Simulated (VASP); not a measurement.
# Ga (P4/mmm) in VASP: further runs, part 2 of 2

VASP 6.6.1. Earlier steps stand in the parts before.

## Step 3: Relaxation of shape and atoms at fixed volume, PBE (volume scaled by 0.94)

Input file INCAR:

```
PREC = Accurate ; ENCUT = 600
EDIFF = 1E-6 ; ISMEAR = 0
SIGMA = 0.1 ; LREAL = F
LASPH = T ; NELM = 60
ALGO = Fast ; ISIF = 4
LWAVE = F ; LCHARG = F
GGA = PE ; IBRION = 2
NSW = 50 ; EDIFFG = -0.01
```

Input file KPOINTS:

```
Automatic mesh
0
Gamma
  20 20 20
```

Input file POSCAR:

```
Ga
1.0
    2.6606873054      0.0000000000      0.0000000000
    0.0000000000      2.6606873054      0.0000000000
    0.0000000000      0.0000000000      2.6617164827
Ga
1
Direct
    0.0000000000      0.0000000000      0.0000000000
```

Potentials or basis: VASP PAW PBE potentials, release 64 (Ga_d).

Started as:

```bash
cat potpaw_PBE.64/Ga_d/POTCAR > POTCAR
mpirun -np 1 vasp_std > vasp.out
```

OUTCAR:

```text
PREC = Accurate
   ENCUT = 600
   EDIFF = 1E-6
   ISMEAR = 0
   LREAL = F
   LASPH = T
   NELM = 60
   ISIF = 4
   GGA = PE
   IBRION = 2
   NSW = 50
   EDIFFG = -0.01

 ion  position               nearest neighbor table
   1  0.000  0.000  0.000-

  LATTYP: Found a simple tetragonal cell.
 ALAT       =     2.6606873054
 C/A-ratio  =     1.0003868088

  Lattice vectors:

 A1 = (   2.6606873054,   0.0000000000,   0.0000000000)
 A2 = (   0.0000000000,   2.6606873054,   0.0000000000)
 A3 = (   0.0000000000,   0.0000000000,   2.6617164827)

Analysis of symmetry for initial positions (statically):
=====================================================================
 Subroutine PRICEL returns:
 Original cell was already a primitive cell.

 Routine SETGRP: Setting up the symmetry group for a
 simple tetragonal supercell.

 Subroutine GETGRP returns: Found 16 space group operations
 (whereof 16 operations were pure point group operations)
 out of a pool of 16 trial point group operations.

The static configuration has the point symmetry D_4h.

Analysis of symmetry for dynamics (positions and initial velocities):
=====================================================================
 Subroutine PRICEL returns:
 Original cell was already a primitive cell.

 Routine SETGRP: Setting up the symmetry group for a
 simple tetragonal supercell.

 Subroutine GETGRP returns: Found 16 space group operations
 (whereof 16 operations were pure point group operations)
 out of a pool of 16 trial point group operations.

The dynamic configuration has the point symmetry D_4h.

 Subroutine INISYM returns: Found 16 space group operations
 (whereof 16 operations are pure point group operations),
 and found     1 'primitive' translations

----------------------------------------------------------------------------------------

                                     Primitive cell

  volume of cell :      18.8430

  direct lattice vectors                    reciprocal lattice vectors
     2.660687305  0.000000000  0.000000000     0.375842737  0.000000000  0.000000000
     0.000000000  2.660687305  0.000000000     0.000000000  0.375842737  0.000000000
     0.000000000  0.000000000  2.661716483     0.000000000  0.000000000  0.375697414

  length of vectors
     2.660687305  2.660687305  2.661716483     0.375842737  0.375842737  0.375697414

  position of ions in fractional coordinates (direct lattice)
     0.000000000  0.000000000  0.000000000

  ion indices of the primitive-cell ions
   primitive index   ion index
                 1           1

----------------------------------------------------------------------------------------

 KPOINTS: Automatic mesh

Automatic generation of k-mesh.
 Grid dimensions read from file:
 generate k-points for:   20   20   20

 Generating k-lattice:

  Cartesian coordinates                     Fractional coordinates (reciprocal lattice)
     0.018792137  0.000000000  0.000000000     0.050000000  0.000000000  0.000000000
     0.000000000  0.018792137  0.000000000     0.000000000  0.050000000  0.000000000
     0.000000000  0.000000000  0.018784871     0.000000000  0.000000000  0.050000000

  Length of vectors
     0.018792137  0.018792137  0.018784871

  Shift w.r.t. Gamma in fractional coordinates (k-lattice)
     0.000000000  0.000000000  0.000000000

 Subroutine IBZKPT returns following result:
 ===========================================

 Found    726 irreducible k-points:

 Following reciprocal coordinates:
            Coordinates               Weight
  0.000000  0.000000  0.000000      1.000000
  0.050000  0.000000  0.000000      4.000000
  0.100000  0.000000  0.000000      4.000000
  0.150000  0.000000  0.000000      4.000000
  0.200000  0.000000  0.000000      4.000000
  0.250000  0.000000  0.000000      4.000000
[... 16 lines left out ...]
  0.150000  0.100000  0.000000      8.000000
  0.200000  0.100000  0.000000      8.000000
 [... further k-points ...]
   k-points           NKPTS =    726   k-points in BZ     NKDIM =    726   number of bands    NBANDS=     10
   number of dos      NEDOS =    301   number of ions     NIONS =      1
   total plane-waves  NPLWV =  13824
   dimension x,y,z NGX =    24 NGY =   24 NGZ =   24
   dimension x,y,z NGXF=    48 NGYF=   48 NGZF=   48
   ions per type =               1
   NGX,Y,Z   is equivalent  to a cutoff of  15.00, 15.00, 14.99 a.u.
   NGXF,Y,Z  is equivalent  to a cutoff of  29.99, 29.99, 29.98 a.u.
 SYSTEM =  unknown system
   PREC   = accura    normal or accurate (medium, high low for compatibility)
   ISTART =      0    job   : 0-new  1-cont  2-samecut
   ICHARG =      2    charge: 1-file 2-atom 10-const
   ISPIN  =      1    spin polarized calculation?
   LNONCOLLINEAR =      F non collinear calculations
   LSORBIT =      F    spin-orbit coupling
   LASPH  =      T    aspherical Exc in radial PAW
   ENCUT  =  600.0 eV  44.10 Ry    6.64 a.u.   5.31  5.31  5.32*2*pi/ulx,y,z
   NELM   =     60;   NELMIN=  2; NELMDL= -5     # of ELM steps
   EDIFF  = 0.1E-05   stopping-criterion for ELM
   LREAL  =      F    real-space projection
   EDIFFG = -.1E-01   stopping-criterion for IOM
   NSW    =     50    number of steps for IOM
   IBRION =      2    ionic relax: 0-MD 1-quasi-New 2-CG
   NFREE  =      1    steps in history (QN), initial steepest desc. (CG)
   ISIF   =      4    stress and relaxation
   ISYM   =      2    0-nonsym 1-usesym 2-fastsym
   POTIM  = 0.5000    time-step for ionic-motion
   TEBEG  =    0.0;   TEEND  =   0.0 temperature during run
   PSTRESS=    0.0 pullay stress
   NELECT =      13.0000    total number of electrons
   NUPDOWN=      -1.0000    fix difference up-down
   EMIN   =  10.00;   EMAX   =-10.00  energy-range for DOS
   EFERMI =   0.00;   METHOD = LEGACY
   ISMEAR =     0;   SIGMA  =   0.10  broadening in eV -4-tet -1-fermi 0-gaus
   EFERMI_NEDOS =   21; number of points for ismear=-14 and -15
   IALGO  =     68    algorithm
   IMIX   =      4    mixing-type and parameters
     AMIX     =   0.40;   BMIX     =  1.00
     AMIX_MAG =   1.60;   BMIX_MAG =  1.00
  volume/ion in A,a.u.               =      18.84       127.16
  Fermi-wavevector in a.u.,A,eV,Ry     =   1.446570  2.733621 28.471073  2.092565
  Thomas-Fermi vector in A             =   2.564624
   LORBIT       =      0    0 simple, 1 ext, 2 COOP (PROOUT), +10 PAW based schemes
   GGA     = PE    functional components
   LHFCALC =     F    Hartree Fock is set to
   AEXX    =    0.0000 exact exchange contribution
   IVDW    =     0    specifies the selected vdW correction
   LEPSILON=     F    determine dielectric tensor
   LRPA    =     F    only Hartree local field effects (RPA)
 conjugate gradient relaxation of ions
 non-spin polarized calculation
 RMM-DIIS sequential band-by-band and
 Gauss-broadening in eV      SIGMA  =   0.10
  energy-cutoff  :      600.00
  volume of cell :       18.84
 maximum number of plane-waves:       655
 NGX is ok and might be reduce to    24
   NGX = 11   NGY = 11   NGZ = 11

 number of electron      12.9999998 magnetization

 Free energy of the ion-electron system (eV)
  ---------------------------------------------------
  ext. energy  EPLUGINS =         0.00000000
  ---------------------------------------------------
  free energy    TOTEN  =        -2.81376167 eV

  energy without entropy =       -2.81176276  energy(sigma->0) =       -2.81276221

 E-fermi :   5.2765     XC(G=0): -10.9419

 val. band max:        5.2610624232   @ k =   0.4500   0.4000   0.2000
 cond. band min:       5.2778058441   @ k =   0.4000   0.1000   0.4000
 fundamental gap:      0.0167434209
 Fermi energy:         5.2765166692

 k-point     1 :       0.0000    0.0000    0.0000
  band No.  band energies     occupation
      1      -9.9117      2.00000
      2      -9.9111      2.00000
      3      -9.3174      2.00000
      4      -9.3174      2.00000
      5      -9.3171      2.00000
      6      -5.6963      2.00000
      7      14.6654      0.00000
      8      14.6815      0.00000
      9      14.6817      0.00000
     10      17.5882      0.00000
[... 287 lines left out ...]
 k-point    24 :       0.2000    0.1000    0.0000
  band No.  band energies     occupation
      1      -9.8685      2.00000
      2      -9.7594      2.00000
      3      -9.3956      2.00000
      4      -9.3730      2.00000
      5      -9.3280      2.00000
      6      -4.6254      2.00000
      7       8.7545      0.00000
      8      12.9478      0.00000
      9      15.7672      0.00000
     10      19.2167      0.00000

 [... further k-points ...]

------------------------ aborting loop because EDIFF is reached ----------------------------------------

  FORCE on cell =-STRESS in cart. coord.  units (eV):
  Direction    XX          YY          ZZ          XY          YZ          ZX
  --------------------------------------------------------------------------------------
  -------------------------------------------------------------------------------------
  Total        0.4097621      0.4097621      0.4031194      0.0000000      0.0000000      0.0000000
  in kB       34.8411856     34.8411856     34.2763692      0.0000000      0.0000000      0.0000000
  external PRESSURE =      34.6529135 kB  Pullay stress =       0.0000000 kB

 VOLUME and BASIS-vectors are now :
 -----------------------------------------------------------------------------
  energy-cutoff  :      600.00
  volume of cell :       18.84
      direct lattice vectors                 reciprocal lattice vectors
     2.660687305  0.000000000  0.000000000     0.375842737  0.000000000  0.000000000
     0.000000000  2.660687305  0.000000000     0.000000000  0.375842737  0.000000000
     0.000000000  0.000000000  2.661716483     0.000000000  0.000000000  0.375697414

 POSITION                                       TOTAL-FORCE (eV/Angst)
 -----------------------------------------------------------------------------------
      0.00000      0.00000      0.00000         0.000000      0.000000      0.000000
 -----------------------------------------------------------------------------------
    total drift:                               -0.000000     -0.000000     -0.000000

  FREE ENERGIE OF THE ION-ELECTRON SYSTEM (eV)
  ---------------------------------------------------
  free  energy   TOTEN  =        -2.8137616700 eV

  energy  without entropy=       -2.8117627589  energy(sigma->0) =       -2.81276221

 reached required accuracy - stopping structural energy minimisation
```

OSZICAR:

```text
N       E                     dE             d eps       ncg     rms          rms(c)
DAV:   1     0.384948841572E+02    0.38495E+02   -0.75962E+03 14940   0.244E+03
DAV:   2    -0.139966207290E+01   -0.39895E+02   -0.38943E+02 14892   0.257E+02
DAV:   3    -0.282454931972E+01   -0.14249E+01   -0.14199E+01 16914   0.450E+01
DAV:   4    -0.283734350790E+01   -0.12794E-01   -0.12791E-01 16890   0.444E+00
DAV:   5    -0.283750929419E+01   -0.16579E-03   -0.16578E-03 17166   0.449E-01    0.987E-01
RMM:   6    -0.281630911117E+01    0.21200E-01   -0.43028E-02 15082   0.350E+00    0.487E-01
RMM:   7    -0.281395670546E+01    0.23524E-02   -0.12417E-02 15644   0.146E+00    0.142E-01
RMM:   8    -0.281373950742E+01    0.21720E-03   -0.10898E-03 15144   0.455E-01    0.211E-02
RMM:   9    -0.281375977747E+01   -0.20270E-04   -0.14315E-04 15525   0.207E-01    0.764E-03
RMM:  10    -0.281376148061E+01   -0.17031E-05   -0.32732E-05 17686   0.790E-02    0.673E-04
RMM:  11    -0.281376166996E+01   -0.18935E-06   -0.41065E-06 10964   0.242E-02
   1 F= -.28137617E+01 E0= -.28127622E+01  d E =-.281376E+01
```

It took 4.3 min on 1 thread of AMD EPYC 7R13, shared host; peak memory 0.26 GiB.

Results:

* Free energy: -2.8138 eV
* Pressure after relaxing: 3.5 GPa

Final structure:
```xyz
1
Lattice="2.6607 0.0000 0.0000 0.0000 2.6607 0.0000 0.0000 0.0000 2.6617" Properties=species:S:1:pos:R:3 pbc="T T T"
Ga    0.0000    0.0000    0.0000
```

Caveat: the relaxation stopped at its first step, so nothing moved.
